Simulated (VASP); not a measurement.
# Sn (P6/mmm) in VASP: further runs

The runs below take Sn through single point, with RPBE.

Everything below comes from runs of VASP 6.6.1. Logs are shortened: lines on timing, memory, paths and dates and some standing lists are left out, and cuts for length are marked.

## Step 1: The cell of the first run

The structure is hexagonal, space group P6/mmm (No. 191). Conventional cell: a = 5.391 Å, b = 5.391 Å, c = 3.287 Å, α = 90.00°, β = 90.00°, γ = 120.00°. Sn (site symmetry 6/mmm) has 14 Sn at 3.29 to 3.52 Å within 4.3 Å. Within 4.1 Å of Sn (site symmetry -6m2) lie 11 Sn at 3.11 to 3.52 Å.

This isn't the form of Sn at room conditions, which is tetragonal (white tin).

## Step 2: Single point, RPBE (27.58 Å³/atom)

Input file INCAR:

```
PREC = Accurate ; ENCUT = 520
EDIFF = 1E-7 ; ISMEAR = -1
SIGMA = 0.1 ; LREAL = F
LASPH = T ; NELM = 100
ALGO = Normal ; ISIF = 2
LWAVE = F ; LCHARG = F
GGA = RP ; NBANDS = 28
```

Input file KPOINTS:

```
regular mesh
0
Gamma
  8 8 11
```

Input file POSCAR:

```
Sn
1.0
    5.3912305764      0.0000000000      0.0000000000
   -2.6956152882      4.6689426368      0.0000000000
    0.0000000000      0.0000000000      3.2865413560
Sn
3
Direct
    1.0000000000      0.0000000000      0.0000000000
    0.3333333333      0.6666666667      0.5000000000
    0.6666666667      0.3333333333      0.5000000000
```

Potentials or basis: VASP PAW PBE potentials, release 64 (Sn_d).

Run with:

```
cat potpaw_PBE.64/Sn_d/POTCAR > POTCAR
mpirun -np 1 vasp_std > vasp.out
```

OUTCAR:

```text
PREC = Accurate
   ENCUT = 520
   EDIFF = 1E-7
   ISMEAR = -1
   LREAL = F
   LASPH = T
   NELM = 100
   ISIF = 2
   GGA = RP

 ion  position               nearest neighbor table
   1  0.000  0.000  0.000-   2 3.52   3 3.52   2 3.52   3 3.52   2 3.52   2 3.52   3 3.52   3 3.52
                             3 3.52   3 3.52   2 3.52   2 3.52
   2  0.333  0.667  0.500-   3 3.11   3 3.11   3 3.11   1 3.52   1 3.52   1 3.52   1 3.52   1 3.52
                             1 3.52
   3  0.667  0.333  0.500-   2 3.11   2 3.11   2 3.11   1 3.52   1 3.52   1 3.52   1 3.52   1 3.52
                             1 3.52

  LATTYP: Found a hexagonal cell.
 ALAT       =     5.3912305764
 C/A-ratio  =     0.6096087543

  Lattice vectors:

 A1 = (   5.3912305764,   0.0000000000,   0.0000000000)
 A2 = (  -2.6956152882,   4.6689426368,   0.0000000000)
 A3 = (   0.0000000000,   0.0000000000,   3.2865413560)

Analysis of symmetry for initial positions (statically):
=====================================================================
 Subroutine PRICEL returns:
 Original cell was already a primitive cell.

 Routine SETGRP: Setting up the symmetry group for a
 hexagonal supercell.

 Subroutine GETGRP returns: Found 24 space group operations
 (whereof 24 operations were pure point group operations)
 out of a pool of 24 trial point group operations.

The static configuration has the point symmetry D_6h.

Analysis of symmetry for dynamics (positions and initial velocities):
=====================================================================
 Subroutine PRICEL returns:
 Original cell was already a primitive cell.

 Routine SETGRP: Setting up the symmetry group for a
 hexagonal supercell.

 Subroutine GETGRP returns: Found 24 space group operations
 (whereof 24 operations were pure point group operations)
 out of a pool of 24 trial point group operations.

The dynamic configuration has the point symmetry D_6h.

 Subroutine INISYM returns: Found 24 space group operations
 (whereof 24 operations are pure point group operations),
 and found     1 'primitive' translations

----------------------------------------------------------------------------------------

                                     Primitive cell

  volume of cell :      82.7267

  direct lattice vectors                    reciprocal lattice vectors
     5.391230576  0.000000000  0.000000000     0.185486409  0.107090628  0.000000000
[... 84 lines left out ...]
   LSORBIT =      F    spin-orbit coupling
   LASPH  =      T    aspherical Exc in radial PAW
   ENCUT  =  520.0 eV  38.22 Ry    6.18 a.u.  10.02 10.02  6.11*2*pi/ulx,y,z
   NELM   =    100;   NELMIN=  2; NELMDL= -5     # of ELM steps
   EDIFF  = 0.1E-06   stopping-criterion for ELM
   LREAL  =      F    real-space projection
   EDIFFG = 0.1E-05   stopping-criterion for IOM
   NSW    =      0    number of steps for IOM
   IBRION =     -1    ionic relax: 0-MD 1-quasi-New 2-CG
   NFREE  =      0    steps in history (QN), initial steepest desc. (CG)
   ISIF   =      2    stress and relaxation
   ISYM   =      2    0-nonsym 1-usesym 2-fastsym
   POTIM  = 0.5000    time-step for ionic-motion
   TEBEG  =    0.0;   TEEND  =   0.0 temperature during run
   PSTRESS=    0.0 pullay stress
   NELECT =      42.0000    total number of electrons
   NUPDOWN=      -1.0000    fix difference up-down
   EMIN   =  10.00;   EMAX   =-10.00  energy-range for DOS
   EFERMI =   0.00;   METHOD = LEGACY
   ISMEAR =    -1;   SIGMA  =   0.10  broadening in eV -4-tet -1-fermi 0-gaus
   EFERMI_NEDOS =   21; number of points for ismear=-14 and -15
   IALGO  =     38    algorithm
   IMIX   =      4    mixing-type and parameters
     AMIX     =   0.40;   BMIX     =  1.00
     AMIX_MAG =   1.60;   BMIX_MAG =  1.00
  volume/ion in A,a.u.               =      27.58       186.09
  Fermi-wavevector in a.u.,A,eV,Ry     =   1.305999  2.467980 23.206541  1.705633
  Thomas-Fermi vector in A             =   2.436830
   LORBIT       =      0    0 simple, 1 ext, 2 COOP (PROOUT), +10 PAW based schemes
   GGA     = RP    functional components
   LHFCALC =     F    Hartree Fock is set to
   AEXX    =    0.0000 exact exchange contribution
   IVDW    =     0    specifies the selected vdW correction
   LEPSILON=     F    determine dielectric tensor
   LRPA    =     F    only Hartree local field effects (RPA)
 non-spin polarized calculation
  energy-cutoff  :      520.00
  volume of cell :       82.73
 maximum number of plane-waves:      2244
   NGX = 21   NGY = 21   NGZ = 13

 number of electron      41.9999994 magnetization

 Free energy of the ion-electron system (eV)
  ---------------------------------------------------
  ext. energy  EPLUGINS =         0.00000000
  ---------------------------------------------------
  free energy    TOTEN  =       -10.20688540 eV

  energy without entropy =      -10.14369262  energy(sigma->0) =      -10.17528901

 E-fermi :   8.0180     XC(G=0): -10.2101

 val. band max:        7.9712130740   @ k =   0.2500   0.0000   0.0909
 cond. band min:       8.0191817755   @ k =   0.1250   0.1250   0.0000
 fundamental gap:      0.0479687015
 Fermi energy:         8.0180317243

 k-point     1 :       0.0000    0.0000    0.0000
  band No.  band energies     occupation
      1     -13.7190      2.00000
      2     -13.6396      2.00000
      3     -13.6396      2.00000
      4     -13.5973      2.00000
      5     -13.5973      2.00000
      6     -13.5909      2.00000
[... 733 lines left out ...]
     27      12.5758      0.00000
     28      15.0514      0.00000

 [... further k-points ...]

------------------------ aborting loop because EDIFF is reached ----------------------------------------

  FORCE on cell =-STRESS in cart. coord.  units (eV):
  Direction    XX          YY          ZZ          XY          YZ          ZX
  --------------------------------------------------------------------------------------
  -------------------------------------------------------------------------------------
  Total        1.6272486      1.6272486      0.2219921     -0.0000000      0.0000000     -0.0000000
  in kB       31.5151176     31.5151176      4.2993481     -0.0000000      0.0000000     -0.0000000
  external PRESSURE =      22.4431944 kB  Pullay stress =       0.0000000 kB

 VOLUME and BASIS-vectors are now :
 -----------------------------------------------------------------------------
  energy-cutoff  :      520.00
  volume of cell :       82.73
      direct lattice vectors                 reciprocal lattice vectors
     5.391230576  0.000000000  0.000000000     0.185486409  0.107090628  0.000000000
    -2.695615288  4.668942637  0.000000000     0.000000000  0.214181256  0.000000000
     0.000000000  0.000000000  3.286541356     0.000000000  0.000000000  0.304271236

 POSITION                                       TOTAL-FORCE (eV/Angst)
 -----------------------------------------------------------------------------------
      0.00000      0.00000      0.00000        -0.000000      0.000000      0.000000
     -0.00000      3.11263      1.64327         0.000000      0.000000      0.000000
      2.69562      1.55631      1.64327        -0.000000      0.000000     -0.000000
 -----------------------------------------------------------------------------------
    total drift:                               -0.000000      0.000000      0.000000

  FREE ENERGIE OF THE ION-ELECTRON SYSTEM (eV)
  ---------------------------------------------------
  free  energy   TOTEN  =       -10.2068853951 eV

  energy  without entropy=      -10.1436926228  energy(sigma->0) =      -10.17528901
```

Wall time 2.2 min (1 thread of Intel Xeon 8259CL, shared host); peak memory 0.24 GiB.

What came out:

```
Free energy            : -10.2069 eV
Pressure               : 2.2 GPa
Band gap on the k mesh : zero (bands 21 and 22 overlap by 3.93 eV)
```

Stress tensor (GPa, compression positive):
```
3.15 0.00 0.00
0.00 3.15 0.00
0.00 0.00 0.43
```

Levels at points of the mesh, in eV from the Fermi level:
| k point | band 17 | band 18 | band 19 | band 20 | band 21 | band 22 | band 23 | band 24 | band 25 | band 26 |
| --- | --- | --- | --- | --- | --- | --- | --- | --- | --- | --- |
| (0.00, 0.00, 0.00) | -5.52 | -5.17 | -2.51 | -2.51 | -2.38 | -2.38 | 2.97 | 6.43 | 7.94 | 7.98 |
| (0.50, 0.00, 0.00) | -9.18 | -6.37 | -4.39 | 1.15 | 1.30 | 2.71 | 3.02 | 4.13 | 4.81 | 4.89 |

Caveat: the PAW data sets were made with another functional, which shifts forces and pressure a little; spin-orbit coupling is left out, which moves the levels of the heavy elements.

## Step 3: Single point, RPBE (29.87 Å³/atom)

This run uses another cell than the first one, of 29.87 Å³/atom.

Input file INCAR:

```
SYSTEM = Sn
PREC = Accurate
ENCUT = 520
EDIFF = 1E-6
ISMEAR = -1
SIGMA = 0.1
LREAL = .False.
LASPH = .True.
NELM = 100
ALGO = Normal
ISIF = 2
LWAVE = .False.
LCHARG = .False.
GGA = RP
NBANDS = 28
```

Input file KPOINTS:

```
regular mesh
0
Gamma
  8 8 11
  0 0 0
```

Input file POSCAR:

```
Sn
1.0
    5.5370095839      0.0000000000      0.0000000000
   -2.7685047920      4.7951909607      0.0000000000
    0.0000000000      0.0000000000      3.3754095152
Sn
3
Direct
    1.0000000000      0.0000000000      0.0000000000
    0.3333333333      0.6666666667      0.5000000000
    0.6666666667      0.3333333333      0.5000000000
```

Potentials or basis: VASP PAW PBE potentials, release 64 (Sn_d).

Run with:

```
cat potpaw_PBE.64/Sn_d/POTCAR > POTCAR
mpirun -np 1 vasp_std > vasp.out
```

Run time: 3.1 min. Hardware: 1 thread of Intel Xeon 8259CL, shared host; peak memory 0.28 GiB.

Results (log left out):

* Free energy: -10.2251 eV
* Pressure: -1.2 GPa
* Band gap on the k mesh: zero (bands 21 and 22 overlap by 3.48 eV)

Stress tensor (GPa, compression positive):
```
-0.61  0.00  0.00
 0.00 -0.61  0.00
 0.00  0.00 -2.50
```

Levels at points of the mesh, in eV from the Fermi level:
```
           k point  band 19  band 20  band 21  band 22  band 23  band 24
(0.00, 0.00, 0.00)    -2.26    -2.26    -2.13    -2.13     2.82     6.21
(0.50, 0.00, 0.00)    -3.99     0.96     1.09     2.58     2.92     3.86
```

Caveat: the PAW data sets were made with another functional, which shifts forces and pressure a little; spin-orbit coupling is left out, which moves the levels of the heavy elements.

## Step 4: Single point, RPBE (31.02 Å³/atom)

This run uses another cell than the first one, of 31.02 Å³/atom.

Input file INCAR:

```
PREC = Accurate
ENCUT = 520
EDIFF = 1E-6
ISMEAR = -1
SIGMA = 0.1
LREAL = F
LASPH = T
NELM = 80
ALGO = Normal
ISIF = 2
LWAVE = F
LCHARG = T
GGA = RP
LELF = T
LVHAR = T
NBANDS = 28
```

Input file KPOINTS:

```
regular mesh
0
Gamma
  8 8 11
```

Input file POSCAR:

```
Sn
1.0
    5.6071057542      0.0000000000      0.0000000000
   -2.8035528771      4.8558960248      0.0000000000
    0.0000000000      0.0000000000      3.4181407542
Sn
3
Direct
    1.0000000000      0.0000000000      0.0000000000
    0.3333333333      0.6666666667      0.5000000000
    0.6666666667      0.3333333333      0.5000000000
```

Run with:

```
cat potpaw_PBE.64/Sn_d/POTCAR > POTCAR
mpirun -np 1 vasp_std > vasp.out
```

Wall time 3.5 min (1 thread of Intel Xeon 8259CL, shared host); peak memory 0.28 GiB.

It converged, with:

| Item | Value |
| --- | --- |
| Free energy | -10.1855 eV |
| Pressure | -2.5 GPa |
| Band gap on the k mesh | zero (bands 21 and 22 overlap by 3.36 eV) |

Stress tensor (GPa, compression positive):
```
-1.96  0.00  0.00
 0.00 -1.96  0.00
 0.00  0.00 -3.51
```

Levels at points of the mesh, in eV from the Fermi level:
| k point | band 17 | band 18 | band 19 | band 20 | band 21 | band 22 | band 23 | band 24 | band 25 | band 26 |
| --- | --- | --- | --- | --- | --- | --- | --- | --- | --- | --- |
| (0.00, 0.00, 0.00) | -5.62 | -5.26 | -2.15 | -2.15 | -2.01 | -2.01 | 2.74 | 6.11 | 6.89 | 6.94 |
| (0.50, 0.00, 0.00) | -8.58 | -6.27 | -3.82 | 0.87 | 1.00 | 2.51 | 2.88 | 3.73 | 4.34 | 4.43 |

Caveat: the PAW data sets were made with another functional, which shifts forces and pressure a little; spin-orbit coupling is left out, which moves the levels of the heavy elements.

## Step 5: Overview

| cell | gap on the mesh (eV) | pressure (GPa) |
| --- | --- | --- |
| a = 5.391, b = 5.391, c = 3.287 Å, angles 90.0, 90.0, 120.0°, 3 atoms | none | 2.2 |
| a = 5.537, b = 5.537, c = 3.375 Å, angles 90.0, 90.0, 120.0°, 3 atoms | none | -1.2 |
| a = 5.607, b = 5.607, c = 3.418 Å, angles 90.0, 90.0, 120.0°, 3 atoms | none | -2.5 |

Alike in all rows: task single point; level RPBE; potentials or basis VASP PAW PBE potentials, release 64 (Sn_d); no spin polarisation; k mesh 8 × 8 × 11; cutoff (eV) 520; smearing fermi-dirac 0.1 eV.

Caveats: the PAW data sets were made with another functional, which shifts forces and pressure a little; spin-orbit coupling is left out, which moves the levels of the heavy elements.

Absolute energies hang on the potentials; compare differences alone.

The gap in the log of VASP goes by the Fermi energy; the results here count the filled bands.